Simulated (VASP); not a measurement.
# Pt (P-1) in VASP: relaxation of the atoms with PBE

Aim: the relaxation of the atoms of Pt with PBE.

Program: VASP 6.6.1. These are calculated values, not measurements. Logs are shortened: lines on timing, memory, paths and dates and some standing lists are left out, and cuts for length are marked.

## (1) The cell of the first run

The typed cell holds 1 atom: a = 2.930 Å, b = 2.789 Å, c = 2.564 Å, α = 100.99°, β = 115.73°, γ = 113.00°.

## (2) Relaxation of the atoms, PBE

Input file INCAR:

```
PREC = Accurate
ENCUT = 520
EDIFF = 1E-6
ISMEAR = 0
SIGMA = 0.15
LREAL = F
LASPH = T
NELM = 100
ALGO = Fast
ISIF = 2
LWAVE = F
LCHARG = F
GGA = PE
IBRION = 2
NSW = 100
EDIFFG = -0.01
LUSENCCL = F
```

Input file KPOINTS:

```
Automatic mesh
0
Gamma
  16 16 16
```

Input file POSCAR:

```
Pt
1.0
   -1.8012487988      1.6259895684      1.6424021032
    1.7987146157     -1.4997738224      1.5136521741
    1.6046963919      1.3032214156     -1.5161863571
Pt
1
Direct
    0.0000000000      0.0000000000      0.0000000000
```

Potentials or basis: VASP PAW PBE potentials, release 64 (Pt).

The run is started by

```sh
cat potpaw_PBE.64/Pt/POTCAR > POTCAR
mpirun -np 1 vasp_std > vasp.out
```

OUTCAR:

```text
PREC = Accurate
   ENCUT = 520
   EDIFF = 1E-6
   ISMEAR = 0
   LREAL = F
   LASPH = T
   NELM = 100
   ISIF = 2
   GGA = PE
   IBRION = 2
   NSW = 100
   EDIFFG = -0.01

 ion  position               nearest neighbor table
   1  0.000  0.000  0.000-

  LATTYP: Found a triclinic cell.
 ALAT       =     3.1585780722
 B/A-ratio  =     1.4211189765
 C/A-ratio  =     0.8828400065
 COS(alpha) =     0.0022103110
 COS(beta)  =     0.5203726660
 COS(gamma) =     0.7578785462

  Lattice vectors:

 A1 = (   0.0025341831,  -0.1262157460,  -3.1560542773)
 A2 = (   0.1990865900,  -3.0554267300,  -3.2822700234)
 A3 = (  -1.7987146157,   1.4997738224,  -1.5136521741)

Analysis of symmetry for initial positions (statically):
=====================================================================
 Subroutine PRICEL returns:
 Original cell was already a primitive cell.

 Routine SETGRP: Setting up the symmetry group for a
 triclinic supercell.

 Subroutine GETGRP returns: Found  2 space group operations
 (whereof  2 operations were pure point group operations)
 out of a pool of  2 trial point group operations.

The static configuration has the point symmetry S_2 .

Analysis of symmetry for dynamics (positions and initial velocities):
=====================================================================
 Subroutine PRICEL returns:
 Original cell was already a primitive cell.

 Routine SETGRP: Setting up the symmetry group for a
 triclinic supercell.

 Subroutine GETGRP returns: Found  2 space group operations
 (whereof  2 operations were pure point group operations)
 out of a pool of  2 trial point group operations.

The dynamic configuration has the point symmetry S_2 .

 Subroutine INISYM returns: Found  2 space group operations
 (whereof  2 operations are pure point group operations),
 and found     1 'primitive' translations

----------------------------------------------------------------------------------------

                                     Primitive cell

  volume of cell :      15.6438

  direct lattice vectors                    reciprocal lattice vectors
    -1.801248799  1.625989568  1.642402103     0.019260811  0.329595869  0.303685722
     1.798714616 -1.499773822  1.513652174     0.294411245  0.006102865  0.316843668
     1.604696392  1.303221416 -1.516186357     0.314783348  0.363125918 -0.014269238

  length of vectors
     2.930157672  2.788519086  2.563641480     0.448586038  0.432556512  0.480783319

  position of ions in fractional coordinates (direct lattice)
     0.000000000  0.000000000  0.000000000

  ion indices of the primitive-cell ions
   primitive index   ion index
                 1           1

----------------------------------------------------------------------------------------

 KPOINTS: Automatic mesh

Automatic generation of k-mesh.
 Grid dimensions read from file:
 generate k-points for:   16   16   16

 Generating k-lattice:

  Cartesian coordinates                     Fractional coordinates (reciprocal lattice)
     0.001203801  0.020599742  0.018980358     0.062500000  0.000000000  0.000000000
     0.018400703  0.000381429  0.019802729     0.000000000  0.062500000  0.000000000
     0.019673959  0.022695370 -0.000891827    -0.000000000  0.000000000  0.062500000

  Length of vectors
     0.028036627  0.027034782  0.030048957

  Shift w.r.t. Gamma in fractional coordinates (k-lattice)
     0.000000000  0.000000000  0.000000000

 Subroutine IBZKPT returns following result:
 ===========================================

 Found   2052 irreducible k-points:

 Following reciprocal coordinates:
            Coordinates               Weight
  0.000000  0.000000  0.000000      1.000000
  0.062500  0.000000  0.000000      2.000000
  0.125000  0.000000  0.000000      2.000000
  0.187500  0.000000  0.000000      2.000000
  0.250000  0.000000  0.000000      2.000000
  0.312500  0.000000  0.000000      2.000000
[... 16 lines left out ...]
 -0.187500  0.062500  0.000000      2.000000
 -0.125000  0.062500  0.000000      2.000000
 [... further k-points ...]
   k-points           NKPTS =   2052   k-points in BZ     NKDIM =   2052   number of bands    NBANDS=      9
   number of dos      NEDOS =    301   number of ions     NIONS =      1
   total plane-waves  NPLWV =  11520
   dimension x,y,z NGX =    24 NGY =   24 NGZ =   20
   dimension x,y,z NGXF=    48 NGYF=   48 NGZF=   40
   ions per type =               1
   NGX,Y,Z   is equivalent  to a cutoff of  13.62, 14.31, 12.97 a.u.
   NGXF,Y,Z  is equivalent  to a cutoff of  27.23, 28.62, 25.94 a.u.
 SYSTEM =  unknown system
   PREC   = accura    normal or accurate (medium, high low for compatibility)
   ISTART =      0    job   : 0-new  1-cont  2-samecut
   ICHARG =      2    charge: 1-file 2-atom 10-const
   ISPIN  =      1    spin polarized calculation?
   LNONCOLLINEAR =      F non collinear calculations
   LSORBIT =      F    spin-orbit coupling
   LASPH  =      T    aspherical Exc in radial PAW
   ENCUT  =  520.0 eV  38.22 Ry    6.18 a.u.   5.45  5.18  4.77*2*pi/ulx,y,z
   NELM   =    100;   NELMIN=  2; NELMDL= -5     # of ELM steps
   EDIFF  = 0.1E-05   stopping-criterion for ELM
   LREAL  =      F    real-space projection
   EDIFFG = -.1E-01   stopping-criterion for IOM
   NSW    =    100    number of steps for IOM
   IBRION =      2    ionic relax: 0-MD 1-quasi-New 2-CG
   NFREE  =      1    steps in history (QN), initial steepest desc. (CG)
   ISIF   =      2    stress and relaxation
   ISYM   =      2    0-nonsym 1-usesym 2-fastsym
   POTIM  = 0.5000    time-step for ionic-motion
   TEBEG  =    0.0;   TEEND  =   0.0 temperature during run
   PSTRESS=    0.0 pullay stress
   NELECT =      10.0000    total number of electrons
   NUPDOWN=      -1.0000    fix difference up-down
   EMIN   =  10.00;   EMAX   =-10.00  energy-range for DOS
   EFERMI =   0.00;   METHOD = LEGACY
   ISMEAR =     0;   SIGMA  =   0.15  broadening in eV -4-tet -1-fermi 0-gaus
   EFERMI_NEDOS =   21; number of points for ismear=-14 and -15
   IALGO  =     68    algorithm
   IMIX   =      4    mixing-type and parameters
     AMIX     =   0.40;   BMIX     =  1.00
     AMIX_MAG =   1.60;   BMIX_MAG =  1.00
  volume/ion in A,a.u.               =      15.64       105.57
  Fermi-wavevector in a.u.,A,eV,Ry     =   1.410243  2.664972 27.059059  1.988785
  Thomas-Fermi vector in A             =   2.532217
   LORBIT       =      0    0 simple, 1 ext, 2 COOP (PROOUT), +10 PAW based schemes
   GGA     = PE    functional components
   LHFCALC =     F    Hartree Fock is set to
   AEXX    =    0.0000 exact exchange contribution
   IVDW    =     0    specifies the selected vdW correction
   LEPSILON=     F    determine dielectric tensor
   LRPA    =     F    only Hartree local field effects (RPA)
 conjugate gradient relaxation of ions
 non-spin polarized calculation
 RMM-DIIS sequential band-by-band and
 Gauss-broadening in eV      SIGMA  =   0.15
  energy-cutoff  :      520.00
  volume of cell :       15.64
 maximum number of plane-waves:       434
 NGX is ok and might be reduce to    24
   NGX = 11   NGY = 11   NGZ =  9

 number of electron      10.0000000 magnetization

 Free energy of the ion-electron system (eV)
  ---------------------------------------------------
  ext. energy  EPLUGINS =         0.00000000
  ---------------------------------------------------
  free energy    TOTEN  =        -5.89842261 eV

  energy without entropy =       -5.88264865  energy(sigma->0) =       -5.89053563

 E-fermi :  10.4357     XC(G=0): -13.2465

 val. band max:       10.4353144243   @ k =  -0.3750   0.2500   0.5000
 cond. band min:      10.4360893709   @ k =   0.1250  -0.3750   0.3750
 fundamental gap:      0.0007749466
 Fermi energy:        10.4357179389

 k-point     1 :       0.0000    0.0000    0.0000
  band No.  band energies     occupation
      1       0.7775      2.00000
      2       5.5654      2.00000
      3       6.8634      2.00000
      4       7.8270      2.00000
      5       8.9519      2.00000
      6      10.1206      1.99703
      7      25.9002      0.00000
      8      27.3487      0.00000
      9      29.2616      0.00000

 k-point     2 :       0.0625    0.0000    0.0000
  band No.  band energies     occupation
      1       0.9357      2.00000
      2       5.5488      2.00000
      3       6.9271      2.00000
      4       7.7697      2.00000
      5       8.9956      2.00000
      6      10.0921      1.99880
      7      26.1446      0.00000
      8      27.4492      0.00000
      9      29.1559      0.00000

 k-point     3 :       0.1250    0.0000    0.0000
  band No.  band energies     occupation
      1       1.3926      2.00000
      2       5.4860      2.00000
      3       7.0333      2.00000
      4       7.7223      2.00000
      5       9.1286      2.00000
      6      10.0336      1.99985
      7      26.8128      0.00000
      8      27.5941      0.00000
      9      28.7235      0.00000

 k-point     4 :       0.1875    0.0000    0.0000
  band No.  band energies     occupation
      1       2.0826      2.00000
      2       5.3667      2.00000
      3       6.9392      2.00000
      4       8.0378      2.00000
      5       9.3458      2.00000
      6       9.9969      1.99996
      7      26.9691      0.00000
      8      27.3454      0.00000
      9      28.3580      0.00000

 k-point     5 :       0.2500    0.0000    0.0000
  band No.  band energies     occupation
      1       2.8459      2.00000
      2       5.2001      2.00000
      3       6.8861      2.00000
      4       8.6686      2.00000
      5       9.6205      2.00000
      6      10.0208      1.99991
      7      24.9274      0.00000
      8      26.3347      0.00000
      9      29.4699      0.00000

 k-point     6 :       0.3125    0.0000    0.0000
  band No.  band energies     occupation
      1       3.4031      2.00000
      2       4.9932      2.00000
      3       7.3304      2.00000
      4       9.4160      2.00000
      5       9.8874      2.00000
      6      10.1529      1.99233
      7      22.3229      0.00000
      8      24.9887      0.00000
      9      29.1239      0.00000
[... 169 lines left out ...]
 k-point    21 :      -0.3125    0.0625    0.0000
  band No.  band energies     occupation
      1       3.2267      2.00000
      2       5.1428      2.00000
      3       6.8184      2.00000
      4       9.1969      2.00000
      5       9.7571      2.00000
      6      10.1646      1.98940
      7      23.5410      0.00000
      8      25.1529      0.00000
      9      29.0358      0.00000

 k-point    22 :      -0.2500    0.0625    0.0000
  band No.  band energies     occupation
      1       2.5370      2.00000
      2       5.2970      2.00000
      3       6.6473      2.00000
      4       8.5331      2.00000
      5       9.6062      2.00000
      6       9.9833      1.99998
      7      26.1109      0.00000
      8      26.1943      0.00000
      9      29.4337      0.00000

 k-point    23 :      -0.1875    0.0625    0.0000
  band No.  band energies     occupation
      1       1.7909      2.00000
      2       5.4155      2.00000
      3       6.7333      2.00000
      4       8.1035      2.00000
      5       9.3786      2.00000
      6       9.9625      1.99999
      7      26.6218      0.00000
      8      27.6151      0.00000
      9      28.8171      0.00000

 k-point    24 :      -0.1250    0.0625    0.0000
  band No.  band energies     occupation
      1       1.2166      2.00000
      2       5.5044      2.00000
      3       6.7791      2.00000
      4       7.9463      2.00000
      5       9.1594      2.00000
      6      10.0227      1.99990
      7      26.3231      0.00000
      8      27.7152      0.00000
      9      28.7717      0.00000

 [... further k-points ...]
[... 5 lines left out ...]
  --------------------------------------------------------------------------------------
  -------------------------------------------------------------------------------------
  Total        1.2569429     -0.0806183      0.9897338      1.6860531     -0.9537376     -0.7625851
  in kB      128.7310498     -8.2566038    101.3645663    172.6787849    -97.6779740    -78.1009087
  external PRESSURE =      73.9463374 kB  Pullay stress =       0.0000000 kB

 VOLUME and BASIS-vectors are now :
 -----------------------------------------------------------------------------
  energy-cutoff  :      520.00
  volume of cell :       15.64
      direct lattice vectors                 reciprocal lattice vectors
    -1.801248799  1.625989568  1.642402103     0.019260811  0.329595869  0.303685722
     1.798714616 -1.499773822  1.513652174     0.294411245  0.006102865  0.316843668
     1.604696392  1.303221416 -1.516186357     0.314783348  0.363125918 -0.014269238

 POSITION                                       TOTAL-FORCE (eV/Angst)
 -----------------------------------------------------------------------------------
      0.00000      0.00000      0.00000         0.000000      0.000000      0.000000
 -----------------------------------------------------------------------------------
    total drift:                               -0.000000     -0.000000     -0.000000

  FREE ENERGIE OF THE ION-ELECTRON SYSTEM (eV)
  ---------------------------------------------------
  free  energy   TOTEN  =        -5.8984226142 eV

  energy  without entropy=       -5.8826486534  energy(sigma->0) =       -5.89053563

 reached required accuracy - stopping structural energy minimisation
```

It took 20 min on 1 × NVIDIA H100 80GB with 1 thread of AMD EPYC 7R13 (Zen 3), shared host; peak memory 1.5 GiB.

What came out:

- Free energy: -5.8984 eV
- Pressure after relaxing: 7.4 GPa
- Band gap on the k mesh: zero (bands 5 and 6 overlap by 2.85 eV)

Stress tensor (GPa, compression positive):
```
12.87 17.27 -7.81
17.27 -0.83 -9.77
-7.81 -9.77 10.14
```

Final structure:
```cif
data_structure
_symmetry_space_group_name_H-M 'P 1'
_symmetry_Int_Tables_number 1
_cell_length_a 2.9302
_cell_length_b 2.7885
_cell_length_c 2.5636
_cell_angle_alpha 100.992
_cell_angle_beta 115.734
_cell_angle_gamma 113.000
_cell_volume 15.64
loop_
_atom_site_label
_atom_site_type_symbol
_atom_site_fract_x
_atom_site_fract_y
_atom_site_fract_z
_atom_site_occupancy
Pt1 Pt 0.00000 0.00000 0.00000 1
```

Caveat: spin-orbit coupling is left out, which moves the levels of the heavy elements.
